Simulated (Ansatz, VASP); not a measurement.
PbF2: VASP beside Ansatz

Contents of INCAR:

```
ALGO = Normal ; EDIFF = 1E-6
ENCUT = 520 ; GGA = CA
ISIF = 2 ; ISMEAR = -1
LASPH = True ; LCHARG = True
LELF = True ; LREAL = False
LVHAR = True ; LWAVE = False
NBANDS = 21 ; NELM = 80
PREC = Accurate ; SIGMA = 0.03
```

The input KPOINTS:

```
k-points
0
Gamma
  7 7 7
```

The input POSCAR:

```
PbF2
1.0
    0.0296985000      2.9846992500      2.9846992500
    2.9846992500      0.0296985000      2.9846992500
    2.9846992500      2.9846992500      0.0296985000
Pb F
1 2
Direct
    0.0000000000      0.0000000000      0.0000000000
    0.2500000000      0.2500000000      0.2500000000
    0.7500000000      0.7500000000      0.7500000000
```

Input for Ansatz:

```yaml
crystal:
  lattice:
    - [0.0296985, 2.98469925, 2.98469925]
    - [2.98469925, 0.0296985, 2.98469925]
    - [2.98469925, 2.98469925, 0.0296985]
  atoms:
    - { symbol: Pb, position: [0.0, 0.0, 0.0] }
    - { symbol: F, position: [0.25, 0.25, 0.25] }
    - { symbol: F, position: [0.75, 0.75, 0.75] }
kpoints:
  mp_grid: { grid: [7, 7, 7] }
  band_path:
    path:
      - [0.0, 0.0, 0.0]
      - [0.5, 0.5, 0.5]
      - [0.247543133, 0.5, 0.752456867]
      - [-0.247543133, 0.247543133, 0.5]
      - [0.0, 0.0, 0.5]
      - [0.0, 0.0, 0.0]
      - [-0.3737715665, 0.0, 0.3737715665]
      - [0.0, 0.3737715665, 0.6262284335]
      - [0.0, 0.5, 0.5]
    npoints: 5
scf:
  occupations: { method: fermi_dirac, width: 0.03 }
hamiltonian:
  xc: lda
  pseudopotentials: { kind: all_electron, lapw: { basis_error: 0.0005 } }
output:
  forces: true
  stress: true
  eigenvalues: true
```

Change from the starting cell: equal xy, yz and zx shear strains of +1 %.

Alike in both runs: task single point; functional LDA; k mesh 7 × 7 × 7; occupations fermi-dirac, width 0.03 eV; no spin polarisation.

|  | VASP | Ansatz |
| --- | --- | --- |
| version | VASP 6.6.1 | Ansatz 0.2.0 |
| potentials or method | VASP PAW LDA potentials, release 64 (Pb_d, F), cutoff 520 eV | all-electron LAPW, scalar-relativistic |

|  | VASP | Ansatz | Ansatz less VASP |
| --- | --- | --- | --- |
| gap on the k mesh at the Fermi level (eV) | 4.25 | 4.28 | +0.028 |
| pressure (GPa) | -4.9 | -4.9 | +0.04 |
| traceless stress, the component that is largest in VASP (GPa) | -0.27 | -0.26 | +0.008 |
| rms of the force components (eV/Å) | 0.014 | 0.013 | -0.0008 |

LDA's correlation is that of Perdew and Zunger in VASP and of Perdew and Wang (1992) in Ansatz. Atom by atom the forces differ by 0.001 eV/Å (rms over components). Ansatz ran all-electron here, and VASP with PAW potentials.

Neither program's run includes spin-orbit coupling.
